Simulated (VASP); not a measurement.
Runs of VASP 6.6.1 on AlNi. The structure is that of space group Pm-3m (No. 221), or close to it. The cells are those of the table. 

```tsv
task	cell	k mesh	cutoff (eV)	ions in elastic constants	gap on the mesh (eV)	pressure (GPa)
single point	a = 2.832, b = 2.832, c = 2.835 Å, 2 atoms	16 × 16 × 14	520	-	none	0.3
single point	a = 2.813, b = 2.813, c = 2.816 Å, 2 atoms	16 × 16 × 14	520	-	none	(a)
single point	a = 2.851, b = 2.851, c = 2.854 Å, 2 atoms	16 × 16 × 14	520	-	none	-3.1
relaxation of cell and atoms	relaxed from a = 2.829, b = 2.829, c = 2.840 Å, 2 atoms	16 × 16 × 14	600	-	none	0.0
```

Alike in all rows: level LDA; potentials or basis VASP PAW LDA potentials, release 64 (Al, Ni); no spin polarisation; smearing fermi-dirac 0.15 eV.

Problem. Estimate the missing entries.

Solution. (a) 4.3.

A gap of «none» marks levels without a gap at the run's occupations.
